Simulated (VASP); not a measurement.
# Sr (P6_3mc) in VASP: single point with PBE

Aim: the single point of Sr with PBE.

Everything below comes from runs of VASP 6.6.1. Logs are shortened: lines on timing, memory, paths and dates and some standing lists are left out, and cuts for length are marked.

## (1) The cell of the first run

The structure is hexagonal, space group P6_3mc (No. 186). The conventional cell has a = 7.073 Å, b = 7.073 Å, c = 8.799 Å, α = 90.00°, β = 90.00°, γ = 120.00°. Within 5.5 Å of Sr (site symmetry 3m) lie 14 Sr at 4.23 to 5.25 Å. Sr (site symmetry 3m) has 11 Sr at 3.93 to 4.97 Å within 5.2 Å. Within 5.3 Å of Sr (site symmetry 3m) lie 11 Sr at 3.93 to 5.25 Å.

The cell was generated, and may not be a known phase.

## (2) Single point, PBE

INCAR reads:

```
SYSTEM = Sr
PREC = Accurate
ENCUT = 520
EDIFF = 1E-6
ISMEAR = 0
SIGMA = 0.1
LREAL = .FALSE.
LASPH = .TRUE.
NELM = 80
ALGO = Normal
ISIF = 2
LWAVE = .FALSE.
LCHARG = .FALSE.
GGA = PE
NBANDS = 39
```

KPOINTS reads:

```
regular mesh
0
G
  3 3 2
  0 0 0
```

POSCAR reads:

```
Sr
1.0
    7.0725858000      0.0000000000      0.0000000000
   -3.5362929000      6.1250389700      0.0000000000
    0.0000000000      0.0000000000      8.7986699400
Sr
6
Direct
    0.0000000000      0.0000000000      0.7105909000
    0.0000000000      0.0000000000      0.2105909000
    0.3333333300      0.6666666700      0.3893810900
    0.6666666700      0.3333333300      0.8893810900
    0.3333333300      0.6666666700      0.8363179600
    0.6666666700      0.3333333300      0.3363179600
```

Potentials or basis: VASP PAW PBE potentials, release 64 (Sr_sv).

The run is started by

```bash
$ cat potpaw_PBE.64/Sr_sv/POTCAR > POTCAR
$ mpirun -np 1 vasp_std > vasp.out
```

OUTCAR:

```text
SYSTEM = Sr
   PREC = Accurate
   ENCUT = 520
   EDIFF = 1E-6
   ISMEAR = 0
   LREAL = .FALSE.
   LASPH = .TRUE.
   NELM = 80
   ISIF = 2
   GGA = PE

 ion  position               nearest neighbor table
   1  0.000  0.000  0.711-   5 4.23   5 4.23   5 4.23   4 4.38   4 4.38   4 4.38   2 4.40   2 4.40
                             3 4.97   3 4.97   3 4.97
   2  0.000  0.000  0.211-   6 4.23   6 4.23   6 4.23   3 4.38   3 4.38   3 4.38   1 4.40   1 4.40
                             4 4.97   4 4.97   4 4.97
   3  0.333  0.667  0.389-   5 3.93   6 4.11   6 4.11   6 4.11   2 4.38   2 4.38   2 4.38   5 4.87
                             1 4.97   1 4.97   1 4.97
   4  0.667  0.333  0.889-   6 3.93   5 4.11   5 4.11   5 4.11   1 4.38   1 4.38   1 4.38   6 4.87
                             2 4.97   2 4.97   2 4.97
   5  0.333  0.667  0.836-   3 3.93   4 4.11   4 4.11   4 4.11   1 4.23   1 4.23   1 4.23   3 4.87

   6  0.667  0.333  0.336-   4 3.93   3 4.11   3 4.11   3 4.11   2 4.23   2 4.23   2 4.23   4 4.87

  LATTYP: Found a hexagonal cell.
 ALAT       =     7.0725858000
 C/A-ratio  =     1.2440527678

  Lattice vectors:

 A1 = (   7.0725858000,   0.0000000000,   0.0000000000)
 A2 = (  -3.5362929000,   6.1250389700,   0.0000000000)
 A3 = (   0.0000000000,   0.0000000000,   8.7986699400)

Analysis of symmetry for initial positions (statically):
=====================================================================
 Subroutine PRICEL returns:
 Original cell was already a primitive cell.

 Routine SETGRP: Setting up the symmetry group for a
 hexagonal supercell.

 Subroutine GETGRP returns: Found 12 space group operations
 (whereof  6 operations were pure point group operations)
 out of a pool of 24 trial point group operations.

The static configuration has the point symmetry C_3v.
 The point group associated with its full space group is C_6v.

Analysis of symmetry for dynamics (positions and initial velocities):
=====================================================================
 Subroutine PRICEL returns:
 Original cell was already a primitive cell.

 Routine SETGRP: Setting up the symmetry group for a
 hexagonal supercell.

 Subroutine GETGRP returns: Found 12 space group operations
 (whereof  6 operations were pure point group operations)
 out of a pool of 24 trial point group operations.

The dynamic configuration has the point symmetry C_3v.
 The point group associated with its full space group is C_6v.

 Subroutine INISYM returns: Found 12 space group operations
 (whereof  6 operations are pure point group operations),
 and found     1 'primitive' translations

----------------------------------------------------------------------------------------

                                     Primitive cell

  volume of cell :     381.1572

  direct lattice vectors                    reciprocal lattice vectors
     7.072585800  0.000000000  0.000000000     0.141391003  0.081632134  0.000000000
    -3.536292900  6.125038970  0.000000000     0.000000000  0.163264267  0.000000000
     0.000000000  0.000000000  8.798669940     0.000000000  0.000000000  0.113653542

  length of vectors
     7.072585800  7.072585797  8.798669940     0.163264267  0.163264267  0.113653542

  position of ions in fractional coordinates (direct lattice)
     0.000000000  0.000000000  0.710590900
     0.000000000  0.000000000  0.210590900
     0.333333330  0.666666670  0.389381090
     0.666666670  0.333333330  0.889381090
     0.333333330  0.666666670  0.836317960
     0.666666670  0.333333330  0.336317960

  ion indices of the primitive-cell ions
   primitive index   ion index
                 1           1
                 2           2
                 3           3
                 4           4
                 5           5
                 6           6

----------------------------------------------------------------------------------------

 KPOINTS: regular mesh

Automatic generation of k-mesh.
 Grid dimensions read from file:
 generate k-points for:    3    3    2

 Generating k-lattice:

  Cartesian coordinates                     Fractional coordinates (reciprocal lattice)
     0.047130334  0.027210711  0.000000000     0.333333333  0.000000000  0.000000000
     0.000000000  0.054421422  0.000000000     0.000000000  0.333333333  0.000000000
     0.000000000  0.000000000  0.056826771     0.000000000  0.000000000  0.500000000

  Length of vectors
     0.054421422  0.054421422  0.056826771

  Shift w.r.t. Gamma in fractional coordinates (k-lattice)
     0.000000000  0.000000000  0.000000000

 Subroutine IBZKPT returns following result:
 ===========================================

 Found      6 irreducible k-points:

 Following reciprocal coordinates:
            Coordinates               Weight
  0.000000  0.000000  0.000000      1.000000
  0.333333 -0.000000  0.000000      6.000000
  0.333333  0.333333  0.000000      2.000000
  0.000000  0.000000  0.500000      1.000000
  0.333333 -0.000000  0.500000      6.000000
  0.333333  0.333333  0.500000      2.000000
   k-points           NKPTS =      6   k-points in BZ     NKDIM =      6   number of bands    NBANDS=     39
   number of dos      NEDOS =    301   number of ions     NIONS =      6
   total plane-waves  NPLWV = 204120
   dimension x,y,z NGX =    54 NGY =   54 NGZ =   70
   dimension x,y,z NGXF=   108 NGYF=  108 NGZF=  140
   ions per type =               6
   NGX,Y,Z   is equivalent  to a cutoff of  12.69, 12.69, 13.23 a.u.
   NGXF,Y,Z  is equivalent  to a cutoff of  25.39, 25.39, 26.45 a.u.
 SYSTEM =  Sr
   PREC   = accura    normal or accurate (medium, high low for compatibility)
   ISTART =      0    job   : 0-new  1-cont  2-samecut
   ICHARG =      2    charge: 1-file 2-atom 10-const
   ISPIN  =      1    spin polarized calculation?
   LNONCOLLINEAR =      F non collinear calculations
   LSORBIT =      F    spin-orbit coupling
   LASPH  =      T    aspherical Exc in radial PAW
   ENCUT  =  520.0 eV  38.22 Ry    6.18 a.u.  13.15 13.15 16.36*2*pi/ulx,y,z
   NELM   =     80;   NELMIN=  2; NELMDL= -5     # of ELM steps
   EDIFF  = 0.1E-05   stopping-criterion for ELM
   LREAL  =      F    real-space projection
   EDIFFG = 0.1E-04   stopping-criterion for IOM
   NSW    =      0    number of steps for IOM
   IBRION =     -1    ionic relax: 0-MD 1-quasi-New 2-CG
   NFREE  =      0    steps in history (QN), initial steepest desc. (CG)
   ISIF   =      2    stress and relaxation
   ISYM   =      2    0-nonsym 1-usesym 2-fastsym
   POTIM  = 0.5000    time-step for ionic-motion
   TEBEG  =    0.0;   TEEND  =   0.0 temperature during run
   PSTRESS=    0.0 pullay stress
   NELECT =      60.0000    total number of electrons
   NUPDOWN=      -1.0000    fix difference up-down
   EMIN   =  10.00;   EMAX   =-10.00  energy-range for DOS
   EFERMI =   0.00;   METHOD = LEGACY
   ISMEAR =     0;   SIGMA  =   0.10  broadening in eV -4-tet -1-fermi 0-gaus
   EFERMI_NEDOS =   21; number of points for ismear=-14 and -15
   IALGO  =     38    algorithm
   IMIX   =      4    mixing-type and parameters
     AMIX     =   0.40;   BMIX     =  1.00
     AMIX_MAG =   1.60;   BMIX_MAG =  1.00
  volume/ion in A,a.u.               =      63.53       428.70
  Fermi-wavevector in a.u.,A,eV,Ry     =   0.883942  1.670409 10.630965  0.781354
  Thomas-Fermi vector in A             =   2.004776
   LORBIT       =      0    0 simple, 1 ext, 2 COOP (PROOUT), +10 PAW based schemes
   GGA     = PE    functional components
   LHFCALC =     F    Hartree Fock is set to
   AEXX    =    0.0000 exact exchange contribution
   IVDW    =     0    specifies the selected vdW correction
   LEPSILON=     F    determine dielectric tensor
   LRPA    =     F    only Hartree local field effects (RPA)
 non-spin polarized calculation
 Gauss-broadening in eV      SIGMA  =   0.10
  energy-cutoff  :      520.00
  volume of cell :      381.16
 maximum number of plane-waves:     10281
 NGX is ok and might be reduce to    54
   NGX = 27   NGY = 27   NGZ = 33

 number of electron      60.0000000 magnetization

 Free energy of the ion-electron system (eV)
  ---------------------------------------------------
  ext. energy  EPLUGINS =         0.00000000
  ---------------------------------------------------
  free energy    TOTEN  =        -8.63299676 eV

  energy without entropy =       -8.57367918  energy(sigma->0) =       -8.60333797

 E-fermi :   1.1088     XC(G=0):  -6.9079

 val. band max:        1.0754564077   @ k =   0.3333   0.3333   0.0000
 cond. band min:       1.1898130734   @ k =   0.3333  -0.0000   0.0000
 fundamental gap:      0.1143566657
 Fermi energy:         1.1087761955

 k-point     1 :       0.0000    0.0000    0.0000
  band No.  band energies     occupation
      1     -35.8246      2.00000
      2     -35.8184      2.00000
      3     -35.8105      2.00000
      4     -35.8045      2.00000
      5     -35.7915      2.00000
      6     -35.7887      2.00000
[... 31 lines left out ...]
     38       2.5088      0.00000
     39       2.5138      0.00000

 k-point     2 :       0.3333   -0.0000    0.0000
  band No.  band energies     occupation
      1     -35.8219      2.00000
      2     -35.8175      2.00000
      3     -35.8109      2.00000
      4     -35.8066      2.00000
      5     -35.7921      2.00000
      6     -35.7892      2.00000
[... 31 lines left out ...]
     38       2.3441      0.00000
     39       2.4748      0.00000

 k-point     3 :       0.3333    0.3333    0.0000
  band No.  band energies     occupation
      1     -35.8190      2.00000
      2     -35.8190      2.00000
      3     -35.8092      2.00000
      4     -35.8092      2.00000
      5     -35.7924      2.00000
      6     -35.7895      2.00000
[... 31 lines left out ...]
     38       2.3022      0.00000
     39       2.4215      0.00000

 k-point     4 :       0.0000    0.0000    0.5000
  band No.  band energies     occupation
      1     -35.8220      2.00000
      2     -35.8220      2.00000
      3     -35.8070      2.00000
      4     -35.8070      2.00000
      5     -35.7901      2.00000
      6     -35.7901      2.00000
[... 31 lines left out ...]
     38       2.4244      0.00000
     39       2.7941      0.00000

 k-point     5 :       0.3333   -0.0000    0.5000
  band No.  band energies     occupation
      1     -35.8200      2.00000
      2     -35.8200      2.00000
      3     -35.8085      2.00000
      4     -35.8085      2.00000
      5     -35.7906      2.00000
      6     -35.7906      2.00000
[... 31 lines left out ...]
     38       2.3290      0.00000
     39       2.6683      0.00000

 k-point     6 :       0.3333    0.3333    0.5000
  band No.  band energies     occupation
      1     -35.8188      2.00000
      2     -35.8188      2.00000
      3     -35.8094      2.00000
      4     -35.8094      2.00000
      5     -35.7909      2.00000
      6     -35.7909      2.00000
[... 31 lines left out ...]
     38       2.2278      0.00000
     39       2.4501      0.00000

------------------------ aborting loop because EDIFF is reached ----------------------------------------

  FORCE on cell =-STRESS in cart. coord.  units (eV):
  Direction    XX          YY          ZZ          XY          YZ          ZX
  --------------------------------------------------------------------------------------
  -------------------------------------------------------------------------------------
  Total       -1.9010061     -1.9010060     -2.2453850      0.0000000      0.0000000      0.0000000
  in kB       -7.9907947     -7.9907947     -9.4383764      0.0000000      0.0000000      0.0000000
  external PRESSURE =      -8.4733220 kB  Pullay stress =       0.0000000 kB

 VOLUME and BASIS-vectors are now :
 -----------------------------------------------------------------------------
  energy-cutoff  :      520.00
  volume of cell :      381.16
      direct lattice vectors                 reciprocal lattice vectors
     7.072585800  0.000000000  0.000000000     0.141391003  0.081632134  0.000000000
    -3.536292900  6.125038970  0.000000000     0.000000000  0.163264267  0.000000000
     0.000000000  0.000000000  8.798669940     0.000000000  0.000000000  0.113653542

 POSITION                                       TOTAL-FORCE (eV/Angst)
 -----------------------------------------------------------------------------------
      0.00000      0.00000      6.25225        -0.000000     -0.000000     -0.377617
      0.00000      0.00000      1.85292        -0.000000     -0.000000     -0.377617
     -0.00000      4.08336      3.42604        -0.000000     -0.000000     -0.254860
      3.53629      2.04168      7.82537        -0.000000     -0.000000     -0.254860
     -0.00000      4.08336      7.35849         0.000000     -0.000000      0.632477
      3.53629      2.04168      2.95915        -0.000000      0.000000      0.632477
 -----------------------------------------------------------------------------------
    total drift:                               -0.000000     -0.000000     -0.000190

  FREE ENERGIE OF THE ION-ELECTRON SYSTEM (eV)
  ---------------------------------------------------
  free  energy   TOTEN  =        -8.6329967592 eV

  energy  without entropy=       -8.5736791758  energy(sigma->0) =       -8.60333797
```

Wall time 77 s (1 thread of Oxide Virtual Turin-like, shared host); peak memory 0.43 GiB.

What came out:

```yaml
Free_energy: -8.6330 eV
Pressure: -0.8 GPa
Largest_force: 0.632 eV/Å
Band_gap_on_the_k_mesh: zero (bands 30 and 31 overlap by 0.31 eV)
```

Forces on the atoms (eV/Å):
```
Sr   0.000  0.000 -0.378
Sr   0.000  0.000 -0.378
Sr   0.000  0.000 -0.255
Sr   0.000  0.000 -0.255
Sr   0.000  0.000  0.632
Sr   0.000  0.000  0.632
```

The gap in the log of VASP goes by the Fermi energy; the results here count the filled bands.